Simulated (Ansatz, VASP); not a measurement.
# Te2Mo in VASP and in Ansatz

```
CELL_PARAMETERS angstrom
-1.77853 -3.08051 0.00000
1.77853 -3.08051 0.00000
0.00000 0.00000 15.05472
ATOMIC_POSITIONS crystal
Te 0.66667 0.66667 0.13240
Te 0.33333 0.33333 0.63738
Te 0.66667 0.66667 0.37258
Te 0.33333 0.33333 0.87756
Mo 0.66667 0.66667 0.75747
Mo 0.33333 0.33333 0.25249
```

Alike in both runs: task single point; functional PBE; k mesh 9 × 9 × 2; occupations gaussian, width 0.05 eV; no spin polarisation.

|  | VASP | Ansatz |
| --- | --- | --- |
| version | VASP 6.6.1 | Ansatz 0.2.0 |
| potentials or method | VASP PAW PBE potentials, release 64 (Te, Mo_sv), cutoff 520 eV | scalar-relativistic, plane waves, PAW |
| valence electrons in the cell | 52 | 92 |

Ansatz gave:

| Quantity | Value |
| --- | --- |
| gap on the k mesh at the Fermi level (eV) | 1.01 |
| least direct gap on the mesh (eV) | 1.02 |
| pressure (GPa) | 0.0 |
| traceless stress, the component that is largest in VASP (GPa) | 0.06 |
| rms of the force components (eV/Å) | 0.003 |

Which values does VASP return?

gap on the k mesh at the Fermi level (eV): 1.02; least direct gap on the mesh (eV): 1.02; pressure (GPa): 0.1; traceless stress, the component that is largest in VASP (GPa): 0.11; rms of the force components (eV/Å): 0.004.

Atom by atom the forces differ by 0.006 eV/Å (rms over components). With one functional, cell and mesh, what is left measures potentials, basis and numerics. VASP's potentials hold 52 valence electrons a cell and Ansatz's 92, so a difference there can come from the potentials and not from the codes.

Spin-orbit coupling is off throughout.
